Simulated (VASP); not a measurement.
Set up this calculation in VASP 6.6.1, as the native input.

| Property | Result |
| --- | --- |
| Task | single point |
| Functional | PBE |
| Dispersion | D3(BJ) |
| Potentials or basis | VASP PAW PBE potentials, release 64 (Se, In_d) |
| Cutoff | 520 eV |
| k mesh | 9 × 9 × 1 |
| Occupations | gaussian, width 0.05 eV |
| Spin | no spin polarisation |
| Dipole correction | yes |
| Further INCAR settings | ALGO = Normal; EDIFF = 1e-06; NBANDS = 48 |

The structure of InSe lies in POSCAR:

```
InSe
1.0
    4.0266404825      0.0000000000      0.0000000000
   -2.0133202413      3.4871729498      0.0000000000
    0.0000000000      0.0000000000     28.2710567674
Se In
4 4
Direct
    0.0000000000      0.0000000000      0.1591733920
    0.0000000000      0.0000000000      0.3494868785
    0.1111111111      0.4444444444      0.4623500206
    0.1111111111      0.4444444444      0.6526955138
    0.6666666667      0.3333333333      0.2049603255
    0.6666666667      0.3333333333      0.3037919054
    0.7777777778      0.7777777778      0.5080629534
    0.7777777778      0.7777777778      0.6068982956
```

This cell differs from its parent crystal: layers slid over each other, then relaxed in part.

One way to write it, as run:

INCAR

```
SYSTEM = InSe
ALGO = Normal
DIPOL = 0.5 0.5 0.406
EDIFF = 1E-6
ENCUT = 520
GGA = PE
IDIPOL = 3
ISIF = 2
ISMEAR = 0
IVDW = 12
LASPH = .True.
LCHARG = .False.
LDIPOL = .True.
LREAL = .False.
LWAVE = .False.
NBANDS = 48
NELM = 80
PREC = Accurate
SIGMA = 0.05
```

KPOINTS

```
k-points
0
Gamma
  9 9 1
  0 0 0
```

Potentials or basis: VASP PAW PBE potentials, release 64 (Se, In_d).

Launch:

```sh
$ cat potpaw_PBE.64/Se/POTCAR potpaw_PBE.64/In_d/POTCAR > POTCAR
$ mpirun -np 1 vasp_std > vasp.out
```

Results of the run:

- Largest force: 0.075 eV/Å
- Band gap on the k mesh: 1.08 eV (least direct gap 1.13 eV)
- Dispersion energy per atom: -0.255 eV

Caveat: the cell differs from its parent crystal (layers slid over each other, then relaxed in part); spin-orbit coupling is left out, which moves the levels of the heavy elements.

Wall time 32 min on 1 thread of Oxide Virtual Turin-like Processor, on a shared host, peak memory 0.8 GiB.
